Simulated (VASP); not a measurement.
HgTe, 2 atoms in the cell. The structure is trigonal, space group R3m (No. 160). Conventional cell: a = 4.670 Å, b = 4.670 Å, c = 10.639 Å, α = 90.00°, β = 90.00°, γ = 120.00°. Hg (site symmetry 3m) has 4 Te at 2.66 to 2.84 Å within 3.5 Å. Within 3.5 Å of Te (site symmetry 3m) lie 4 Hg at 2.66 to 2.84 Å.  This cell differs from its parent crystal: ratio of the length along [111] to the lengths across it x 0.93, volume and fractional coordinates fixed.

* Program: VASP 6.6.1
* Task: single point
* Functional: PBE
* Potentials or basis: VASP PAW PBE potentials, release 64 (Hg, Te)
* Cutoff: 520 eV
* k mesh: 14 × 14 × 14
* Occupations: gaussian, width 0.15 eV
* Spin: no spin polarisation
* Dipole correction: no
* Further INCAR settings: ALGO = Normal; EDIFF = 1e-06; NBANDS = 16

Potentials or basis: VASP PAW PBE potentials, release 64 (Hg, Te).

Run with:

```sh
$ cat potpaw_PBE.64/Hg/POTCAR potpaw_PBE.64/Te/POTCAR > POTCAR
$ mpirun -np 1 vasp_std > vasp.out
```

Hardware: 1 thread of AMD EPYC 7R43 64-Core Processor (Zen 3), with other jobs on the host.

Problem. Estimate the wall time of this run.

Solution. It took 5.3 min on 1 thread of AMD EPYC 7R43 64-Core Processor (Zen 3), on a shared host, peak memory 0.41 GiB. Counts: scf iterations 13, k points 288.
